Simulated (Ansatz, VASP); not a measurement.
**Two plane-wave programs on Be**

```
CELL_PARAMETERS angstrom
2.76526 0.00000 0.00000
-1.38263 2.39478 0.00000
0.00000 0.00000 1.64429
ATOMIC_POSITIONS crystal
Be 0.00000 0.00000 0.00000
Be 0.33333 0.66667 0.50000
Be 0.66667 0.33333 0.50000
```

Change from the starting cell: volume scaled by 0.45, PAW files.

Alike in both runs: task single point; functional PBE; k mesh 10 × 10 × 14; occupations fermi-dirac, width 0.08 eV; no spin polarisation.

|  | VASP | Ansatz |
| --- | --- | --- |
| version | VASP 6.6.1 | Ansatz 0.2.0 |
| potentials or method | VASP PAW PBE potentials, release 64 (Be) | PAW with Ansatz's default frozen-core files, scalar-relativistic |
| plane-wave cutoff (eV) | 520 | 420 |
| valence electrons in the cell | 6 | 6 |

```tsv
	VASP	Ansatz	Ansatz less VASP
pressure (GPa)	347.2	344.8	-2.44
traceless stress, the component that is largest in VASP (GPa)	-0.04	-0.12	-0.076
```

Both programs put the cell under a high pressure, so it lies far from rest at this level.

Noted on VASP's run: the cell as given lies far from equilibrium.
